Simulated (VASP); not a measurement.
# SiC (P6_3mc) in VASP: settings compared

Aim: see how the results for SiC move with the level of theory and the settings. Levels: SVWN5, RPBE. Tasks: single point.

Program: VASP 6.6.1. These are calculated values, not measurements. Logs are shortened: lines on timing, memory, paths and dates and some standing lists are left out, and cuts for length are marked.

## (1) The cell of the first run

The structure is hexagonal, space group P6_3mc (No. 186). The conventional cell has a = 3.076 Å, b = 3.076 Å, c = 10.071 Å, α = 90.00°, β = 90.00°, γ = 120.00°. Si (site symmetry 3m) has 4 C at 1.88 to 1.89 Å within 2.5 Å. Si (site symmetry 3m) has 4 C at 1.88 to 1.89 Å within 2.5 Å. C (site symmetry 3m) has 4 Si at 1.88 to 1.89 Å within 2.5 Å. Within 2.5 Å of C (site symmetry 3m) lie 4 Si at 1.88 to 1.89 Å.

## (2) Single point, SVWN5

Contents of INCAR:

```
SYSTEM = SiC
ALGO = Normal
EDIFF = 1E-7
ENCUT = 520
GGA = VW
ISIF = 2
ISMEAR = -1
LASPH = .TRUE.
LCHARG = .TRUE.
LELF = .TRUE.
LREAL = .FALSE.
LVHAR = .TRUE.
LWAVE = .FALSE.
NBANDS = 26
NELM = 60
PREC = Accurate
SIGMA = 0.05
```

Contents of KPOINTS:

```
k-points
0
G
  10 10 3
  0 0 0
```

Contents of POSCAR:

```
SiC
1.0
    3.0756941497      0.0000000000      0.0000000000
   -1.5378470748      2.6636292679      0.0000000000
    0.0000000000      0.0000000000     10.0706464800
Si C
4 4
Direct
    0.0000000000      0.0000000000      0.1878943800
    0.0000000000      0.0000000000      0.6878943800
    0.3333333333      0.6666666667      0.4378419800
    0.6666666667      0.3333333333      0.9378419800
    0.0000000000      0.0000000000      0.0004600500
    0.0000000000      0.0000000000      0.5004600500
    0.3333333333      0.6666666667      0.2498025900
    0.6666666667      0.3333333333      0.7498025900
```

Potentials or basis: VASP PAW PBE potentials, release 64 (Si, C).

Started as:

```bash
> cat potpaw_PBE.64/Si/POTCAR potpaw_PBE.64/C/POTCAR > POTCAR
> mpirun -np 1 vasp_std > vasp.out
```

OUTCAR:

```text
SYSTEM = SiC
   EDIFF = 1E-7
   ENCUT = 520
   GGA = VW
   ISIF = 2
   ISMEAR = -1
   LASPH = .TRUE.
   LREAL = .FALSE.
   NELM = 60
   PREC = Accurate

 ion  position               nearest neighbor table
   1  0.000  0.000  0.188-   7 1.88   7 1.88   7 1.88   5 1.89   3 3.08   3 3.08   3 3.08   4 3.08
                             4 3.08   4 3.08
   2  0.000  0.000  0.688-   8 1.88   8 1.88   8 1.88   6 1.89   4 3.08   4 3.08   4 3.08   3 3.08
                             3 3.08   3 3.08
   3  0.333  0.667  0.438-   6 1.88   6 1.88   6 1.88   7 1.89   1 3.08   1 3.08   1 3.08   2 3.08
                             2 3.08   2 3.08
   4  0.667  0.333  0.938-   5 1.88   5 1.88   5 1.88   8 1.89   2 3.08   2 3.08   2 3.08   1 3.08
                             1 3.08   1 3.08
   5  0.000  0.000  0.000-   4 1.88   4 1.88   4 1.88   1 1.89
   6  0.000  0.000  0.500-   3 1.88   3 1.88   3 1.88   2 1.89
   7  0.333  0.667  0.250-   1 1.88   1 1.88   1 1.88   3 1.89
   8  0.667  0.333  0.750-   2 1.88   2 1.88   2 1.88   4 1.89

  LATTYP: Found a hexagonal cell.
 ALAT       =     3.0756941497
 C/A-ratio  =     3.2742678530

  Lattice vectors:

 A1 = (   3.0756941497,   0.0000000000,   0.0000000000)
 A2 = (  -1.5378470748,   2.6636292679,   0.0000000000)
 A3 = (   0.0000000000,   0.0000000000,  10.0706464800)

Analysis of symmetry for initial positions (statically):
=====================================================================
 Subroutine PRICEL returns:
 Original cell was already a primitive cell.

 Routine SETGRP: Setting up the symmetry group for a
 hexagonal supercell.

 Subroutine GETGRP returns: Found 12 space group operations
 (whereof  6 operations were pure point group operations)
 out of a pool of 24 trial point group operations.

The static configuration has the point symmetry C_3v.
 The point group associated with its full space group is C_6v.

Analysis of symmetry for dynamics (positions and initial velocities):
=====================================================================
 Subroutine PRICEL returns:
 Original cell was already a primitive cell.

 Routine SETGRP: Setting up the symmetry group for a
 hexagonal supercell.

[... 111 lines left out ...]
   ISPIN  =      1    spin polarized calculation?
   LNONCOLLINEAR =      F non collinear calculations
   LSORBIT =      F    spin-orbit coupling
   LASPH  =      T    aspherical Exc in radial PAW
   ENCUT  =  520.0 eV  38.22 Ry    6.18 a.u.   5.72  5.72 18.72*2*pi/ulx,y,z
   NELM   =     60;   NELMIN=  2; NELMDL= -5     # of ELM steps
   EDIFF  = 0.1E-06   stopping-criterion for ELM
   LREAL  =      F    real-space projection
   EDIFFG = 0.1E-05   stopping-criterion for IOM
   NSW    =      0    number of steps for IOM
   IBRION =     -1    ionic relax: 0-MD 1-quasi-New 2-CG
   NFREE  =      0    steps in history (QN), initial steepest desc. (CG)
   ISIF   =      2    stress and relaxation
   ISYM   =      2    0-nonsym 1-usesym 2-fastsym
   POTIM  = 0.5000    time-step for ionic-motion
   TEBEG  =    0.0;   TEEND  =   0.0 temperature during run
   PSTRESS=    0.0 pullay stress
   NELECT =      32.0000    total number of electrons
   NUPDOWN=      -1.0000    fix difference up-down
   EMIN   =  10.00;   EMAX   =-10.00  energy-range for DOS
   EFERMI =   0.00;   METHOD = LEGACY
   ISMEAR =    -1;   SIGMA  =   0.05  broadening in eV -4-tet -1-fermi 0-gaus
   EFERMI_NEDOS =   21; number of points for ismear=-14 and -15
   IALGO  =     38    algorithm
   IMIX   =      4    mixing-type and parameters
     AMIX     =   0.40;   BMIX     =  1.00
     AMIX_MAG =   1.60;   BMIX_MAG =  1.00
  volume/ion in A,a.u.               =      10.31        69.60
  Fermi-wavevector in a.u.,A,eV,Ry     =   1.193897  2.256138 19.393597  1.425389
  Thomas-Fermi vector in A             =   2.329900
   LORBIT       =      0    0 simple, 1 ext, 2 COOP (PROOUT), +10 PAW based schemes
   GGA     = VW    functional components
   LHFCALC =     F    Hartree Fock is set to
   AEXX    =    0.0000 exact exchange contribution
   IVDW    =     0    specifies the selected vdW correction
   LEPSILON=     F    determine dielectric tensor
   LRPA    =     F    only Hartree local field effects (RPA)
 non-spin polarized calculation
  energy-cutoff  :      520.00
  volume of cell :       82.50
 maximum number of plane-waves:      2248
 NGX is ok and might be reduce to    24
   NGX = 11   NGY = 11   NGZ = 37

 number of electron      32.0000000 magnetization

 Free energy of the ion-electron system (eV)
  ---------------------------------------------------
  ext. energy  EPLUGINS =         0.00000000
  ---------------------------------------------------
  free energy    TOTEN  =       -66.40776836 eV

  energy without entropy =      -66.40776836  energy(sigma->0) =      -66.40776836

 E-fermi :   8.9947     XC(G=0): -11.5603

 val. band max:        8.0086749155   @ k =   0.0000   0.0000   0.0000
 cond. band min:      10.1850736140   @ k =   0.5000   0.0000   0.0000
 fundamental gap:      2.1763986985
 Fermi energy:         8.9947277037

 k-point     1 :       0.0000    0.0000    0.0000
  band No.  band energies     occupation
      1      -7.4350      2.00000
      2      -6.2481      2.00000
      3      -6.2136      2.00000
      4      -3.8026      2.00000
      5      -0.6622      2.00000
      6       3.6301      2.00000
[... 685 lines left out ...]
     25      15.8986      0.00000
     26      16.7923      0.00000

 [... further k-points ...]
[... 5 lines left out ...]
  --------------------------------------------------------------------------------------
  -------------------------------------------------------------------------------------
  Total       -1.3550114     -1.3550114     -1.3797975     -0.0000000      0.0000000      0.0000000
  in kB      -26.3135392    -26.3135392    -26.7948703     -0.0000000      0.0000000      0.0000000
  external PRESSURE =     -26.4739829 kB  Pullay stress =       0.0000000 kB

 VOLUME and BASIS-vectors are now :
 -----------------------------------------------------------------------------
  energy-cutoff  :      520.00
  volume of cell :       82.50
      direct lattice vectors                 reciprocal lattice vectors
     3.075694150  0.000000000  0.000000000     0.325129857  0.187713811  0.000000000
    -1.537847075  2.663629268  0.000000000     0.000000000  0.375427621  0.000000000
     0.000000000  0.000000000 10.070646480     0.000000000  0.000000000  0.099298491

 POSITION                                       TOTAL-FORCE (eV/Angst)
 -----------------------------------------------------------------------------------
      0.00000      0.00000      1.89222         0.000000      0.000000     -0.005290
      0.00000      0.00000      6.92754        -0.000000      0.000000     -0.005290
     -0.00000      1.77575      4.40935         0.000000      0.000000      0.003925
      1.53785      0.88788      9.44468        -0.000000      0.000000      0.003925
      0.00000      0.00000      0.00463        -0.000000      0.000000     -0.000827
      0.00000      0.00000      5.03996        -0.000000     -0.000000     -0.000827
     -0.00000      1.77575      2.51567         0.000000      0.000000      0.002192
      1.53785      0.88788      7.55100        -0.000000      0.000000      0.002192
 -----------------------------------------------------------------------------------
    total drift:                               -0.000000     -0.000000     -0.000008

  FREE ENERGIE OF THE ION-ELECTRON SYSTEM (eV)
  ---------------------------------------------------
  free  energy   TOTEN  =       -66.4077683647 eV

  energy  without entropy=      -66.4077683646  energy(sigma->0) =      -66.40776836
```

OSZICAR:

```text
N       E                     dE             d eps       ncg     rms          rms(c)
DAV:   1     0.659400083440E+02    0.65940E+02   -0.14534E+04  1456   0.111E+03
DAV:   2    -0.671942540241E+02   -0.13313E+03   -0.12347E+03  1942   0.189E+02
DAV:   3    -0.740771253195E+02   -0.68829E+01   -0.68340E+01  1986   0.408E+01
DAV:   4    -0.741634224980E+02   -0.86297E-01   -0.86193E-01  1896   0.537E+00
DAV:   5    -0.741649513904E+02   -0.15289E-02   -0.15277E-02  1954   0.677E-01    0.165E+01
DAV:   6    -0.667158766986E+02    0.74491E+01   -0.20065E+01  1868   0.196E+01    0.695E+00
DAV:   7    -0.664898787378E+02    0.22600E+00   -0.21103E+00  2032   0.648E+00    0.312E+00
DAV:   8    -0.664181268653E+02    0.71752E-01   -0.12929E-01  1758   0.169E+00    0.951E-01
DAV:   9    -0.664076567071E+02    0.10470E-01   -0.18084E-02  1856   0.676E-01    0.145E-01
DAV:  10    -0.664077654951E+02   -0.10879E-03   -0.13163E-03  1868   0.181E-01    0.711E-02
DAV:  11    -0.664077732945E+02   -0.77994E-05   -0.34339E-05  1880   0.359E-02    0.263E-02
DAV:  12    -0.664077690662E+02    0.42283E-05   -0.70464E-06  1848   0.129E-02    0.107E-02
DAV:  13    -0.664077683277E+02    0.73853E-06   -0.30409E-06  1886   0.748E-03    0.104E-03
DAV:  14    -0.664077683647E+02   -0.36991E-07   -0.13819E-07  1178   0.234E-03
   1 F= -.66407768E+02 E0= -.66407768E+02  d E =-.917541E-10
```

Run time: 38 s. Hardware: 1 thread of Intel Xeon Platinum 8488C (Sapphire Rapids), shared host; peak memory 0.19 GiB.

What came out:

```
Free energy            : -66.4078 eV
Pressure               : -2.6 GPa
Largest force          : 0.005 eV/Å
Band gap on the k mesh : 2.18 eV, indirect (least direct gap 3.31 eV)
```

Forces on the atoms (eV/Å):
```
Si   0.000  0.000 -0.005
Si   0.000  0.000 -0.005
Si   0.000  0.000  0.004
Si   0.000  0.000  0.004
C    0.000  0.000 -0.001
C    0.000  0.000 -0.001
C    0.000  0.000  0.002
C    0.000  0.000  0.002
```

Levels at points of the mesh, in eV from the valence-band top:
| k point | band 14 | band 15 | band 16 | band 17 | band 18 | band 19 |
| --- | --- | --- | --- | --- | --- | --- |
| (0.00, 0.00, 0.00) | -0.05 | 0.00 | 0.00 | 5.08 | 5.64 | 6.28 |
| (0.50, 0.00, 0.00) | -2.24 | -1.60 | -1.13 | 2.18 | 2.29 | 4.14 |

Caveat: the PAW data sets were made with another functional, which shifts forces and pressure a little. A k mesh can miss the band edges.

## (3) Single point, SVWN5

This run uses another cell than the first one, of 10.52 Å³/atom, 1.020 times its volume.

Contents of INCAR:

```
PREC = Accurate ; ENCUT = 520
EDIFF = 1E-6 ; ISMEAR = -1
SIGMA = 0.05 ; LREAL = F
LASPH = T ; NELM = 80
ALGO = Normal ; ISIF = 2
LWAVE = F ; LCHARG = T
GGA = VW ; LELF = T
LVHAR = T ; NBANDS = 26
```

Contents of KPOINTS:

```
Automatic mesh
0
Gamma
  10 10 3
```

Edit POSCAR of step 2 so:

```diff
@@ -2,5 +2,5 @@
 1.0
-    3.0756941497      0.0000000000      0.0000000000
-   -1.5378470748      2.6636292679      0.0000000000
-    0.0000000000      0.0000000000     10.0706464800
+    3.0960635787      0.0000000000      0.0000000000
+   -1.5480317893      2.6812697109      0.0000000000
+    0.0000000000      0.0000000000     10.1373414467
 Si C
```

Potentials or basis: VASP PAW PBE potentials, release 64 (Si, C).

Started as:

```bash
> cat potpaw_PBE.64/Si/POTCAR potpaw_PBE.64/C/POTCAR > POTCAR
> mpirun -np 1 vasp_std > vasp.out
```

It took 35 s on 1 thread of Intel Xeon Platinum 8488C (Sapphire Rapids), shared host; peak memory 0.19 GiB.

It converged, with:

* Free energy: -66.3591 eV
* Pressure: -6.8 GPa
* Largest force: 0.010 eV/Å
* Band gap on the k mesh: 2.17 eV, indirect (least direct gap 3.30 eV)

Forces on the atoms (eV/Å):
```
Si   0.000  0.000 -0.008
Si   0.000  0.000 -0.008
Si   0.000  0.000  0.010
Si   0.000  0.000  0.010
C    0.000  0.000 -0.001
C    0.000  0.000 -0.001
C    0.000  0.000 -0.001
C    0.000  0.000 -0.001
```

Levels at points of the mesh, in eV from the valence-band top:
| k point | band 12 | band 13 | band 14 | band 15 | band 16 | band 17 | band 18 | band 19 | band 20 | band 21 |
| --- | --- | --- | --- | --- | --- | --- | --- | --- | --- | --- |
| (0.00, 0.00, 0.00) | -0.59 | -0.59 | -0.05 | 0.00 | 0.00 | 4.90 | 5.47 | 6.10 | 6.12 | 6.76 |
| (0.50, 0.00, 0.00) | -2.38 | -2.36 | -2.22 | -1.58 | -1.13 | 2.17 | 2.27 | 4.08 | 4.56 | 5.12 |

Caveat: the PAW data sets were made with another functional, which shifts forces and pressure a little. A k mesh can miss the band edges.

## (4) Single point, RPBE

This run uses another cell than the first one, of 10.66 Å³/atom, 1.033 times its volume.

Contents of INCAR:

```
SYSTEM = SiC
PREC = Accurate
ENCUT = 520
EDIFF = 1E-6
ISMEAR = -1
SIGMA = 0.05
LREAL = .False.
LASPH = .True.
NELM = 100
ALGO = Normal
ISIF = 2
LWAVE = .False.
LCHARG = .True.
GGA = RP
LELF = .True.
LVHAR = .True.
NBANDS = 26
```

Contents of KPOINTS:

```
regular mesh
0
Gamma
  10 10 3
  0 0 0
```

Contents of POSCAR:

```
SiC
1.0
    3.1096849922      0.0000000000      0.0000000000
   -1.5548424961      2.6930662010      0.0000000000
    0.0000000000      0.0000000000     10.1797966474
Si C
4 4
Direct
    0.0000000000      0.0000000000      0.1879065357
    0.0000000000      0.0000000000      0.6879065357
    0.3333333333      0.6666666667      0.4378457877
    0.6666666667      0.3333333333      0.9378457877
    0.0000000000      0.0000000000      0.0004409038
    0.0000000000      0.0000000000      0.5004409038
    0.3333333333      0.6666666667      0.2498057728
    0.6666666667      0.3333333333      0.7498057728
```

Started as:

```bash
> cat potpaw_PBE.64/Si/POTCAR potpaw_PBE.64/C/POTCAR > POTCAR
> mpirun -np 1 vasp_std > vasp.out
```

Run time: 40 s. Hardware: 1 thread of Intel Xeon Platinum 8488C (Sapphire Rapids), shared host; peak memory 0.21 GiB.

The run converged. Its results:

```
Free energy            : -57.3025 eV
Pressure               : -0.5 GPa
Band gap on the k mesh : 2.24 eV, indirect (least direct gap 3.34 eV)
```

Levels at points of the mesh, in eV from the valence-band top:
| k point | band 12 | band 13 | band 14 | band 15 | band 16 | band 17 | band 18 | band 19 | band 20 | band 21 |
| --- | --- | --- | --- | --- | --- | --- | --- | --- | --- | --- |
| (0.00, 0.00, 0.00) | -0.58 | -0.58 | -0.05 | 0.00 | 0.00 | 4.87 | 5.45 | 5.97 | 6.09 | 6.83 |
| (0.50, 0.00, 0.00) | -2.34 | -2.31 | -2.18 | -1.54 | -1.11 | 2.24 | 2.35 | 4.17 | 4.62 | 5.22 |

Caveat: the PAW data sets were made with another functional, which shifts forces and pressure a little.

## (5) Single point, SVWN5

This run uses another cell than the first one, of 10.73 Å³/atom, 1.040 times its volume.

Contents of INCAR:

```
PREC     = Accurate       # precision mode
ENCUT    = 520            # plane-wave cutoff, eV
EDIFF    = 1E-6           # SCF threshold, eV
ISMEAR   = -1             # smearing method
SIGMA    = 0.05           # smearing width, eV
LREAL    = F              # projectors in reciprocal space
LASPH    = T              # aspherical terms in the spheres
NELM     = 100            # most SCF steps
ALGO     = Normal         # electronic algorithm
ISIF     = 2              # what is computed and relaxed
LWAVE    = F              # write WAVECAR
LCHARG   = F              # write CHGCAR
GGA      = VW             # functional
NBANDS   = 26             # bands
```

Contents of KPOINTS:

```
regular mesh
0
Gamma
  10 10 3
```

Contents of POSCAR:

```
SiC
1.0
    3.1161684510      0.0000000000      0.0000000000
   -1.5580842255      2.6986810411      0.0000000000
    0.0000000000      0.0000000000     10.2031701838
Si C
4 4
Direct
    0.0000000000      0.0000000000      0.1878943800
    0.0000000000      0.0000000000      0.6878943800
    0.3333333333      0.6666666667      0.4378419800
    0.6666666667      0.3333333333      0.9378419800
    0.0000000000      0.0000000000      0.0004600500
    0.0000000000      0.0000000000      0.5004600500
    0.3333333333      0.6666666667      0.2498025900
    0.6666666667      0.3333333333      0.7498025900
```

Started as:

```bash
> cat potpaw_PBE.64/Si/POTCAR potpaw_PBE.64/C/POTCAR > POTCAR
> mpirun -np 1 vasp_std > vasp.out
```

It took 36 s on 1 thread of Intel Xeon Platinum 8488C (Sapphire Rapids), shared host; peak memory 0.19 GiB.

It converged, with:

| Quantity | Value |
| --- | --- |
| Free energy | -66.2697 eV |
| Pressure | -10.6 GPa |
| Largest force | 0.016 eV/Å |
| Band gap on the k mesh | 2.16 eV, indirect (least direct gap 3.29 eV) |

Forces on the atoms (eV/Å):
```
Si   0.000  0.000 -0.010
Si   0.000  0.000 -0.010
Si   0.000  0.000  0.016
Si   0.000  0.000  0.016
C    0.000  0.000 -0.002
C    0.000  0.000 -0.002
C    0.000  0.000 -0.004
C    0.000  0.000 -0.004
```

Levels at points of the mesh, in eV from the valence-band top:
| k point | band 14 | band 15 | band 16 | band 17 | band 18 | band 19 |
| --- | --- | --- | --- | --- | --- | --- |
| (0.00, 0.00, 0.00) | -0.05 | 0.00 | 0.00 | 4.74 | 5.31 | 5.90 |
| (0.50, 0.00, 0.00) | -2.19 | -1.57 | -1.12 | 2.16 | 2.26 | 4.02 |

Caveat: the PAW data sets were made with another functional, which shifts forces and pressure a little. A k mesh can miss the band edges.

## (6) Single point, SVWN5

This run uses another cell than the first one, of 10.93 Å³/atom, 1.060 times its volume.

Contents of INCAR:

```
PREC = Accurate
ENCUT = 520
EDIFF = 1E-7
ISMEAR = -1
SIGMA = 0.05
LREAL = F
LASPH = T
NELM = 100
ALGO = Normal
ISIF = 2
LWAVE = F
LCHARG = T
GGA = VW
LELF = T
LVHAR = T
NBANDS = 26
```

Contents of KPOINTS:

```
Automatic mesh
0
Gamma
  10 10 3
```

Edit POSCAR of step 5 so:

```diff
@@ -2,5 +2,5 @@
 1.0
-    3.1161684510      0.0000000000      0.0000000000
-   -1.5580842255      2.6986810411      0.0000000000
-    0.0000000000      0.0000000000     10.2031701838
+    3.1360171929      0.0000000000      0.0000000000
+   -1.5680085964      2.7158705557      0.0000000000
+    0.0000000000      0.0000000000     10.2681602811
 Si C
```

Potentials or basis: VASP PAW PBE potentials, release 64 (Si, C).

Started as:

```bash
> cat potpaw_PBE.64/Si/POTCAR potpaw_PBE.64/C/POTCAR > POTCAR
> mpirun -np 1 vasp_std > vasp.out
```

Wall time 39 s (1 thread of Intel Xeon Platinum 8488C (Sapphire Rapids), shared host); peak memory 0.19 GiB.

It converged, with:

* Free energy: -66.1433 eV
* Pressure: -14.0 GPa
* Largest force: 0.021 eV/Å
* Band gap on the k mesh: 2.16 eV, indirect (least direct gap 3.27 eV)

Forces on the atoms (eV/Å):
```
Si   0.000  0.000 -0.011
Si   0.000  0.000 -0.011
Si   0.000  0.000  0.021
Si   0.000  0.000  0.021
C    0.000  0.000 -0.002
C    0.000  0.000 -0.002
C    0.000  0.000 -0.008
C    0.000  0.000 -0.008
```

Stress tensor (GPa, compression positive):
```
-14.02   0.00   0.00
  0.00 -14.02   0.00
  0.00   0.00 -13.92
```

Levels at points of the mesh, in eV from the valence-band top:
| k point | band 12 | band 13 | band 14 | band 15 | band 16 | band 17 | band 18 | band 19 | band 20 | band 21 |
| --- | --- | --- | --- | --- | --- | --- | --- | --- | --- | --- |
| (0.00, 0.00, 0.00) | -0.58 | -0.58 | -0.05 | 0.00 | 0.00 | 4.58 | 5.15 | 5.68 | 5.76 | 6.53 |
| (0.50, 0.00, 0.00) | -2.33 | -2.31 | -2.17 | -1.55 | -1.12 | 2.16 | 2.24 | 3.96 | 4.34 | 4.96 |

Caveat: the PAW data sets were made with another functional, which shifts forces and pressure a little.

## (7) Summary

| level | cell | gap on the mesh (eV) | pressure (GPa) | largest force (eV/Å) |
| --- | --- | --- | --- | --- |
| SVWN5 | a = 3.076, b = 3.076, c = 10.071 Å, angles 90.0, 90.0, 120.0°, 8 atoms | 2.18 | -2.6 | 0.01 |
| SVWN5 | a = 3.096, b = 3.096, c = 10.137 Å, angles 90.0, 90.0, 120.0°, 8 atoms | 2.17 | -6.8 | 0.01 |
| RPBE | a = 3.110, b = 3.110, c = 10.180 Å, angles 90.0, 90.0, 120.0°, 8 atoms | 2.24 | -0.5 | - |
| SVWN5 | a = 3.116, b = 3.116, c = 10.203 Å, angles 90.0, 90.0, 120.0°, 8 atoms | 2.16 | -10.6 | 0.02 |
| SVWN5 | a = 3.136, b = 3.136, c = 10.268 Å, angles 90.0, 90.0, 120.0°, 8 atoms | 2.16 | -14.0 | 0.02 |

Alike in all rows: task single point; potentials or basis VASP PAW PBE potentials, release 64 (Si, C); no spin polarisation; k mesh 10 × 10 × 3; cutoff (eV) 520; smearing fermi-dirac 0.05 eV.

Caveats: the PAW data sets were made with another functional, which shifts forces and pressure a little.

Absolute energies hang on the potentials; compare differences alone.
